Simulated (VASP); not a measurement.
Set up this calculation in VASP 6.6.1, as the native input.

```yaml
Task: single point
Functional: PBE
Potentials_or_basis: VASP PAW PBE potentials, release 64 (W_sv)
Cutoff: 500 eV
k_mesh: 8 × 8 × 8
Occupations: gaussian, width 0.05 eV
Spin: no spin polarisation
Dipole_correction: no
Further_INCAR_settings: ALGO = Normal; EDIFF = 1e-06; NBANDS = 13
```

The structure of W lies in POSCAR:

```
W
1.0
   -1.5923787433      1.5923787433      1.5923787433
    1.5923787433     -1.5923787433      1.5923787433
    1.5923787433      1.5923787433     -1.5923787433
W
1
Direct
    0.0000000000      0.0000000000      0.0000000000
```

These files were run (other wordings do the same):

INCAR

```
SYSTEM = W
ALGO     = Normal         ! electronic algorithm
EDIFF    = 1E-6           ! SCF threshold, eV
ENCUT    = 500            ! plane-wave cutoff, eV
GGA      = PE             ! functional
GGA_COMPAT= .False.      
ISIF     = 2              ! what is computed and relaxed
ISMEAR   = 0              ! smearing method
LASPH    = .True.         ! aspherical terms in the spheres
LCHARG   = .False.        ! write CHGCAR
LREAL    = .False.        ! projectors in reciprocal space
LWAVE    = .False.        ! write WAVECAR
NBANDS   = 13             ! bands
NELM     = 120            ! most SCF steps
PREC     = Accurate       ! precision mode
SIGMA    = 0.05           ! smearing width, eV
```

KPOINTS

```
k-points
0
Gamma
  8 8 8
  0 0 0
```

Potentials or basis: VASP PAW PBE potentials, release 64 (W_sv).

Command:

```sh
$ cat potpaw_PBE.64/W_sv/POTCAR > POTCAR
$ mpirun -np 1 vasp_std > vasp.out
```

Results of the run:

| Property | Result |
| --- | --- |
| Pressure | 0.5 GPa |
| Band gap on the k mesh | zero (band 7 reaches 16.21 eV, above the bottom of band 8 at 9.98 eV) |

Caveat: spin-orbit coupling is left out, which moves the levels of the heavy elements.

Wall time 10 s on 1 thread of Intel Xeon 8259CL, on a shared host, peak memory 0.13 GiB.
